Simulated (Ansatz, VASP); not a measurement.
# Two plane-wave programs on NiO

```
Ni O
1.0
     0.00000    2.09131    2.09131
     2.09131    0.00000    2.09131
     2.09131    2.09131    0.00000
Ni O
1 1
Cartesian
  0.0000 0.0000 0.0000
  2.0913 2.0913 2.0913
```

Alike in both runs: task single point; functional PBE; k mesh 8 × 8 × 8; occupations gaussian, width 0.1 eV; collinear spin; Hubbard terms Ni d U = 6.2 eV.

|  | VASP | Ansatz |
| --- | --- | --- |
| version | VASP 6.6.1 | Ansatz 0.2.0 |
| potentials or method | VASP PAW PBE potentials, release 64 (Ni, O), cutoff 520 eV | scalar-relativistic, plane waves, PAW |
| valence electrons in the cell | 16 | 24 |

VASP gave:

```
gap on the k mesh at the Fermi level (eV)                     : 2.53
least direct gap on the mesh (eV)                             : 3.37
pressure (GPa)                                                : 1.9
net moment per atom (μB)                                      : 1.00
size of the moment on the site where the two differ most (μB) : 1.82
```

Task: What did Ansatz give for the same quantities?

Result: gap on the k mesh at the Fermi level (eV): 2.24; least direct gap on the mesh (eV): 3.05; pressure (GPa): 12.5; net moment per atom (μB): 1.00; size of the moment on the site where the two differ most (μB): 1.72.

Site moments also hang on the region over which each program counts them. The programs project onto different local orbitals, so the same U acts differently, and such runs can settle in different states. VASP's potentials hold 16 valence electrons a cell and Ansatz's 24, so a difference there can come from the potentials and not from the codes.
